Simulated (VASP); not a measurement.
Wanted: the native input for a VASP 6.6.1 run.

- Task: single point
- Functional: PBE
- Dispersion: D3(BJ)
- Potentials or basis: VASP PAW PBE potentials, release 64 (Pb_d)
- Cutoff: 500 eV
- k mesh: 14 × 14 × 14
- Occupations: gaussian, width 0.1 eV
- Spin: no spin polarisation
- Dipole correction: no
- Further INCAR settings: ALGO = Normal; EDIFF = 1e-06; NBANDS = 13

The structure of Pb lies in POSCAR:

```
Pb
1.0
    0.0000000000      2.4795026436      2.4795026436
    2.4795026436      0.0000000000      2.4795026436
    2.4795026436      2.4795026436      0.0000000000
Pb
1
Direct
    0.0000000000      0.0000000000      0.0000000000
```

These files were run (other wordings do the same):

INCAR

```
SYSTEM = Pb
PREC     = Accurate       ! precision mode
ENCUT    = 500            ! plane-wave cutoff, eV
EDIFF    = 1E-6           ! SCF threshold, eV
ISMEAR   = 0              ! smearing method
SIGMA    = 0.1            ! smearing width, eV
LREAL    = .FALSE.        ! projectors in reciprocal space
LASPH    = .TRUE.         ! aspherical terms in the spheres
NELM     = 120            ! most SCF steps
ALGO     = Normal         ! electronic algorithm
ISIF     = 2              ! what is computed and relaxed
LWAVE    = .FALSE.        ! write WAVECAR
LCHARG   = .FALSE.        ! write CHGCAR
GGA      = PE             ! functional
IVDW     = 12             ! dispersion correction
NBANDS   = 13             ! bands
GGA_COMPAT= .FALSE.
```

KPOINTS

```
Automatic mesh
0
G
  14 14 14
  0 0 0
```

Potentials or basis: VASP PAW PBE potentials, release 64 (Pb_d).

The run is started by

```sh
$ cat potpaw_PBE.64/Pb_d/POTCAR > POTCAR
$ mpirun -np 1 vasp_std > vasp.out
```

It gave:

```json
{"Pressure": "-0.1 GPa", "Band gap on the k mesh": "zero (bands 7 and 8 overlap by 8.92 eV)", "Dispersion energy per atom": "-0.407 eV"}
```

Caveat: spin-orbit coupling is left out, which moves the levels of the heavy elements.

Wall time 26 s on 1 thread of Intel(R) Xeon(R) Platinum 8375C CPU @ 2.90GHz (Ice Lake) (shared host), peak memory 0.19 GiB.
